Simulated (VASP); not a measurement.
Crystal: BaS.

```
Ba S
1.0
    -0.00366    3.35093    3.36014
     3.27946    0.07032    3.28616
     3.24142    3.23891    0.10837
Ba S
1 1
Cartesian
  3.2481 6.5225 3.4637
  3.3006 3.3697 3.3425
```

* Program: VASP 6.6.1
* Task: relaxation of cell and atoms
* Functional: r2SCAN
* Potentials or basis: VASP PAW PBE potentials, release 64 (Ba_sv, S)
* Cutoff: 600 eV
* k mesh: 5 × 5 × 5
* Occupations: fermi-dirac, width 0.1 eV
* Spin: no spin polarisation

At the start: pressure -1.3 GPa; volume 34.73 Å³/atom.

**Question.** How do energy, volume and symmetry change on relaxing?

**Answer.** Over 10 steps the energy falls by 18.3 meV/atom and the volume is 33.59 Å³/atom (-3.3 %); space group P1 (No. 1, to 0.1 Å) before, Fm-3m (No. 225, to 0.1 Å).

The path:
```csv
step,energy change (eV),largest force (eV/Å),pressure (GPa),volume (Å³)
1,0.0000,0.2069,-1.33,69.47
2,-0.0217,0.1978,0.43,66.60
3,-0.0218,0.1969,0.55,66.42
4,-0.0302,0.1422,0.28,66.79
5,-0.0344,0.0717,-0.07,67.28
6,-0.0358,0.0481,-0.01,67.16
7,-0.0361,0.0265,0.05,67.07
8,-0.0361,0.0316,0.03,67.09
9,-0.0366,0.0110,0.00,67.15
10,-0.0367,0.0034,-0.03,67.19
```

Final structure:
```
CELL_PARAMETERS angstrom
0.00029 3.22874 3.22775
3.22626 0.00252 3.22637
3.22743 3.22709 0.00070
ATOMIC_POSITIONS crystal
Ba 0.99100 0.00293 0.00522
S 0.49094 0.50313 0.50478
```

Caveat: the PAW data sets were made with another functional, which shifts forces and pressure a little.
